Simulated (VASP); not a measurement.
Wanted: the native input for a VASP 6.6.1 run.

```
Task                   : single point
Functional             : PBE
Potentials or basis    : VASP PAW PBE potentials, release 64 (Hf_pv, B)
Cutoff                 : 520 eV
k mesh                 : 10 × 10 × 8
Occupations            : fermi-dirac, width 0.05 eV
Spin                   : non-collinear spin, zero start, spin-orbit coupling
Starting moments       : [[0.0, 0.0, 0.0], [0.0, 0.0, 0.0], [0.0, 0.0, 0.0]] μB
Dipole correction      : no
Further INCAR settings : ALGO = Normal; EDIFF = 1e-06; NBANDS = 29
```

The structure of HfB2 lies in POSCAR:

```
HfB2
1.0
    3.1400000000      0.0000000000      0.0000000000
   -1.5700000000      2.7193197679      0.0000000000
    0.0000000000      0.0000000000      3.4800000000
Hf B
1 2
Direct
    0.0000000000      0.0000000000      0.0000000000
    0.6666666667      0.3333333333      0.5000000000
    0.3333333333      0.6666666667      0.5000000000
```

These files were run (other wordings do the same):

INCAR

```
SYSTEM = HfB2
  PREC = Accurate
  ENCUT = 520
  EDIFF = 1E-6
  ISMEAR = -1
  SIGMA = 0.05
  LREAL = .FALSE.
  LASPH = .TRUE.
  NELM = 150
  ALGO = Normal
  ISIF = 2
  LWAVE = .FALSE.
  LCHARG = .FALSE.
  LNONCOLLINEAR = .TRUE.
  MAGMOM = 0 0 0 0 0 0 0 0 0
  LORBIT = 11
  LSORBIT = .TRUE.
  GGA_COMPAT = .FALSE.
  LORBMOM = .TRUE.
  LMAXMIX = 4
  GGA = PE
  NBANDS = 29
```

KPOINTS

```
Automatic mesh
0
G
  10 10 8
  0 0 0
```

Potentials or basis: VASP PAW PBE potentials, release 64 (Hf_pv, B).

Launch:

```sh
$ cat potpaw_PBE.64/Hf_pv/POTCAR potpaw_PBE.64/B/POTCAR > POTCAR
$ mpirun -np 1 vasp_ncl > vasp.out
```

Results of the run:

The pressure is 1.0 GPa and the net moment is 0.00 μB per cell. The valence electrons inside the program's atomic spheres are Hf 8.77; B 1.94.

It took 120 s on 1 thread of Intel(R) Xeon(R) Platinum 8375C CPU @ 2.90GHz (Ice Lake) (shared host), peak memory 0.26 GiB.
